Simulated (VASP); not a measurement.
# Mo (Im-3m) in VASP: a series of runs

Mo is run at these levels: PBE; tasks: single point.

Program: VASP 6.6.1. These are calculated values, not measurements. Logs are shortened: lines on timing, memory, paths and dates and some standing lists are left out, and cuts for length are marked.

## Step 1: The cell of the first run

Symmetry: Im-3m, No. 229, cubic system. Conventional cell: a = 3.063 Å, b = 3.063 Å, c = 3.063 Å, α = 90.00°, β = 90.00°, γ = 90.00°. Mo (site symmetry m-3m) has 14 Mo at 2.65 to 3.06 Å within 3.5 Å.

## Step 2: Single point, PBE

The input, INCAR:

```
ALGO = Normal
EDIFF = 1E-7
ENCUT = 520
GGA = PE
ISIF = 2
ISMEAR = 0
LASPH = T
LCHARG = F
LREAL = F
LWAVE = F
NBANDS = 13
NELM = 80
PREC = Accurate
SIGMA = 0.1
```

The input, KPOINTS:

```
k-points
0
Gamma
  18 18 18
```

The input, POSCAR:

```
Mo
1.0
   -1.5313161827      1.5313161827      1.5313161827
    1.5313161827     -1.5313161827      1.5313161827
    1.5313161827      1.5313161827     -1.5313161827
Mo
1
Direct
    0.0000000000      0.0000000000      0.0000000000
```

Potentials or basis: VASP PAW PBE potentials, release 64 (Mo_sv).

Launch:

```sh
> cat potpaw_PBE.64/Mo_sv/POTCAR > POTCAR
> mpirun -np 1 vasp_std > vasp.out
```

OUTCAR:

```text
EDIFF = 1E-7
   ENCUT = 520
   GGA = PE
   ISIF = 2
   ISMEAR = 0
   LASPH = T
   LREAL = F
   NELM = 80
   PREC = Accurate

 ion  position               nearest neighbor table
   1  0.000  0.000  0.000-

  LATTYP: Found a body centered cubic cell.
 ALAT       =     3.0626323654

  Lattice vectors:

 A1 = (  -1.5313161827,   1.5313161827,   1.5313161827)
 A2 = (   1.5313161827,  -1.5313161827,   1.5313161827)
 A3 = (   1.5313161827,   1.5313161827,  -1.5313161827)

Analysis of symmetry for initial positions (statically):
=====================================================================
 Subroutine PRICEL returns:
 Original cell was already a primitive cell.

 Routine SETGRP: Setting up the symmetry group for a
 body centered cubic supercell.

 Subroutine GETGRP returns: Found 48 space group operations
[... 9 lines left out ...]

 Routine SETGRP: Setting up the symmetry group for a
 body centered cubic supercell.

 Subroutine GETGRP returns: Found 48 space group operations
[... 11 lines left out ...]
                                     Primitive cell

  volume of cell :      14.3633

  direct lattice vectors                    reciprocal lattice vectors
    -1.531316183  1.531316183  1.531316183     0.000000000  0.326516500  0.326516500
     1.531316183 -1.531316183  1.531316183     0.326516500  0.000000000  0.326516500
     1.531316183  1.531316183 -1.531316183     0.326516500  0.326516500  0.000000000

  length of vectors
     2.652317431  2.652317431  2.652317431     0.461764062  0.461764062  0.461764062

  position of ions in fractional coordinates (direct lattice)
     0.000000000  0.000000000  0.000000000

  ion indices of the primitive-cell ions
   primitive index   ion index
                 1           1

----------------------------------------------------------------------------------------

 KPOINTS: k-points

Automatic generation of k-mesh.
 Grid dimensions read from file:
 generate k-points for:   18   18   18

 Generating k-lattice:

  Cartesian coordinates                     Fractional coordinates (reciprocal lattice)
     0.000000000  0.018139806  0.018139806     0.055555556  0.000000000  0.000000000
     0.018139806  0.000000000  0.018139806     0.000000000  0.055555556  0.000000000
     0.018139806  0.018139806  0.000000000     0.000000000  0.000000000  0.055555556

  Length of vectors
     0.025653559  0.025653559  0.025653559

  Shift w.r.t. Gamma in fractional coordinates (k-lattice)
     0.000000000  0.000000000  0.000000000

 Subroutine IBZKPT returns following result:
[... 55 lines left out ...]
   ISIF   =      2    stress and relaxation
   ISYM   =      2    0-nonsym 1-usesym 2-fastsym
   POTIM  = 0.5000    time-step for ionic-motion
   TEBEG  =    0.0;   TEEND  =   0.0 temperature during run
   PSTRESS=    0.0 pullay stress
   NELECT =      14.0000    total number of electrons
   NUPDOWN=      -1.0000    fix difference up-down
   EMIN   =  10.00;   EMAX   =-10.00  energy-range for DOS
   EFERMI =   0.00;   METHOD = LEGACY
   ISMEAR =     0;   SIGMA  =   0.10  broadening in eV -4-tet -1-fermi 0-gaus
   EFERMI_NEDOS =   21; number of points for ismear=-14 and -15
   IALGO  =     38    algorithm
   IMIX   =      4    mixing-type and parameters
     AMIX     =   0.40;   BMIX     =  1.00
     AMIX_MAG =   1.60;   BMIX_MAG =  1.00
  volume/ion in A,a.u.               =      14.36        96.93
  Fermi-wavevector in a.u.,A,eV,Ry     =   1.623177  3.067360 35.847334  2.634705
  Thomas-Fermi vector in A             =   2.716670
   LORBIT       =      0    0 simple, 1 ext, 2 COOP (PROOUT), +10 PAW based schemes
   GGA     = PE    functional components
   LHFCALC =     F    Hartree Fock is set to
   AEXX    =    0.0000 exact exchange contribution
   IVDW    =     0    specifies the selected vdW correction
   LEPSILON=     F    determine dielectric tensor
   LRPA    =     F    only Hartree local field effects (RPA)
 non-spin polarized calculation
 Gauss-broadening in eV      SIGMA  =   0.10
  energy-cutoff  :      520.00
  volume of cell :       14.36
 maximum number of plane-waves:       397
   NGX =  9   NGY =  9   NGZ =  9

 number of electron      13.9999999 magnetization

 Free energy of the ion-electron system (eV)
  ---------------------------------------------------
  ext. energy  EPLUGINS =         0.00000000
  ---------------------------------------------------
  free energy    TOTEN  =       -10.80623796 eV

  energy without entropy =      -10.80440083  energy(sigma->0) =      -10.80531940

 E-fermi :  14.0429     XC(G=0): -13.8751

 val. band max:       14.0167276690   @ k =  -0.3889   0.4444   0.2778
 cond. band min:      14.0800441590   @ k =  -0.3333   0.3889   0.2778
 fundamental gap:      0.0633164900
 Fermi energy:        14.0428807115

 k-point     1 :       0.0000    0.0000    0.0000
  band No.  band energies     occupation
      1     -47.3104      2.00000
      2     -20.3513      2.00000
      3     -20.3513      2.00000
      4     -20.3513      2.00000
      5       6.5139      2.00000
      6      12.4635      2.00000
      7      12.4635      2.00000
      8      12.4635      2.00000
      9      15.8160      0.00000
     10      15.8160      0.00000
     11      28.9482      0.00000
     12      28.9482      0.00000
     13      28.9482      0.00000
[... 354 lines left out ...]
  band No.  band energies     occupation
      1     -46.9394      2.00000
      2     -22.0595      2.00000
      3     -20.9772      2.00000
      4     -20.4499      2.00000
      5       8.6165      2.00000
      6      10.3626      2.00000
      7      14.1589      0.10096
      8      15.7480      0.00000
      9      17.0648      0.00000
     10      20.0630      0.00000
     11      26.7647      0.00000
     12      27.3510      0.00000
     13      32.1897      0.00000

 [... further k-points ...]

------------------------ aborting loop because EDIFF is reached ----------------------------------------

  FORCE on cell =-STRESS in cart. coord.  units (eV):
  Direction    XX          YY          ZZ          XY          YZ          ZX
  --------------------------------------------------------------------------------------
  -------------------------------------------------------------------------------------
  Total        2.7639974      2.7639974      2.7639974      0.0000000     -0.0000000      0.0000000
  in kB      308.3142543    308.3142543    308.3142543      0.0000000     -0.0000000      0.0000000
  external PRESSURE =     308.3142543 kB  Pullay stress =       0.0000000 kB

 VOLUME and BASIS-vectors are now :
 -----------------------------------------------------------------------------
  energy-cutoff  :      520.00
  volume of cell :       14.36
      direct lattice vectors                 reciprocal lattice vectors
    -1.531316183  1.531316183  1.531316183     0.000000000  0.326516500  0.326516500
     1.531316183 -1.531316183  1.531316183     0.326516500  0.000000000  0.326516500
     1.531316183  1.531316183 -1.531316183     0.326516500  0.326516500  0.000000000

 POSITION                                       TOTAL-FORCE (eV/Angst)
 -----------------------------------------------------------------------------------
      0.00000      0.00000      0.00000        -0.000000      0.000000      0.000000
 -----------------------------------------------------------------------------------
    total drift:                                0.000000      0.000000      0.000000

  FREE ENERGIE OF THE ION-ELECTRON SYSTEM (eV)
  ---------------------------------------------------
  free  energy   TOTEN  =       -10.8062379588 eV

  energy  without entropy=      -10.8044008313  energy(sigma->0) =      -10.80531940
```

OSZICAR:

```text
N       E                     dE             d eps       ncg     rms          rms(c)
DAV:   1     0.942823934576E+02    0.94282E+02   -0.80474E+03  5094   0.112E+03
DAV:   2    -0.102143957641E+02   -0.10450E+03   -0.10062E+03  5810   0.317E+02
DAV:   3    -0.113812534398E+02   -0.11669E+01   -0.11636E+01  5670   0.335E+01
DAV:   4    -0.113838305403E+02   -0.25771E-02   -0.25771E-02  5685   0.189E+00
DAV:   5    -0.113838455976E+02   -0.15057E-04   -0.15058E-04  5795   0.130E-01    0.179E+01
DAV:   6    -0.108905346256E+02    0.49331E+00   -0.57726E-01  5195   0.957E+00    0.578E+00
DAV:   7    -0.108099169336E+02    0.80618E-01   -0.14661E-01  5595   0.465E+00    0.792E-01
DAV:   8    -0.108061768336E+02    0.37401E-02   -0.37086E-03  5280   0.783E-01    0.167E-01
DAV:   9    -0.108062312538E+02   -0.54420E-04   -0.60987E-05  6000   0.950E-02    0.906E-02
DAV:  10    -0.108062375258E+02   -0.62720E-05   -0.12894E-05  5340   0.447E-02    0.698E-03
DAV:  11    -0.108062380830E+02   -0.55724E-06   -0.90782E-08  4252   0.373E-03    0.130E-03
DAV:  12    -0.108062379315E+02    0.15148E-06   -0.97390E-09  2805   0.131E-03    0.717E-05
DAV:  13    -0.108062379588E+02   -0.27273E-07   -0.11561E-09  2600   0.459E-04
   1 F= -.10806238E+02 E0= -.10805319E+02  d E =-.183713E-02
```

Wall time 16 s (1 thread of Intel Xeon Platinum 8488C (Sapphire Rapids), shared host); peak memory 0.15 GiB.

What came out:

```yaml
Free_energy: -10.8062 eV
Pressure: 30.8 GPa
Band_gap_on_the_k_mesh: zero (band 7 reaches 18.49 eV, above the bottom of band 8 at 12.46 eV)
```

Levels at points of the mesh, in eV from the Fermi level:
| k point | band 4 | band 5 | band 6 | band 7 | band 8 | band 9 | band 10 | band 11 |
| --- | --- | --- | --- | --- | --- | --- | --- | --- |
| (0.00, 0.00, 0.00) | -34.39 | -7.53 | -1.58 | -1.58 | -1.58 | 1.77 | 1.77 | 14.91 |
| (0.50, 0.00, 0.00) | -34.41 | -5.89 | -3.87 | 1.86 | 1.96 | 2.56 | 5.33 | 12.08 |
| (0.50, 0.50, 0.50) | -35.63 | -6.17 | -6.17 | 4.44 | 4.44 | 4.44 | 9.72 | 9.72 |

## Step 3: Single point, PBE

The input, INCAR:

```
SYSTEM = Mo
PREC = Accurate
ENCUT = 520
EDIFF = 1E-6
ISMEAR = -1
SIGMA = 0.1
LREAL = .FALSE.
LASPH = .TRUE.
NELM = 60
ALGO = Fast
ISIF = 2
LWAVE = .FALSE.
LCHARG = .TRUE.
GGA = PE
LELF = .TRUE.
LVHAR = .TRUE.
NBANDS = 13
```

The input, KPOINTS:

```
regular mesh
0
G
  18 18 18
  0 0 0
```

POSCAR is that of step 2.

Potentials or basis: VASP PAW PBE potentials, release 64 (Mo_sv).

Launch:

```sh
> cat potpaw_PBE.64/Mo_sv/POTCAR > POTCAR
> mpirun -np 1 vasp_std > vasp.out
```

It took 17 s on 1 thread of Intel Xeon Platinum 8488C (Sapphire Rapids), shared host; peak memory 0.15 GiB.

Results (log left out):

```
Free energy            : -10.8141 eV
Pressure               : 30.8 GPa
Band gap on the k mesh : zero (band 7 reaches 18.49 eV, above the bottom of band 8 at 12.47 eV)
```

Levels at points of the mesh, in eV from the Fermi level:
| k point | band 3 | band 4 | band 5 | band 6 | band 7 | band 8 | band 9 | band 10 | band 11 | band 12 |
| --- | --- | --- | --- | --- | --- | --- | --- | --- | --- | --- |
| (0.00, 0.00, 0.00) | -34.37 | -34.37 | -7.51 | -1.56 | -1.56 | -1.56 | 1.79 | 1.79 | 14.92 | 14.92 |
| (0.50, 0.00, 0.00) | -34.95 | -34.39 | -5.88 | -3.85 | 1.88 | 1.97 | 2.58 | 5.35 | 12.10 | 13.00 |
| (0.50, 0.50, 0.50) | -35.61 | -35.61 | -6.15 | -6.15 | 4.46 | 4.46 | 4.46 | 9.74 | 9.74 | 9.74 |
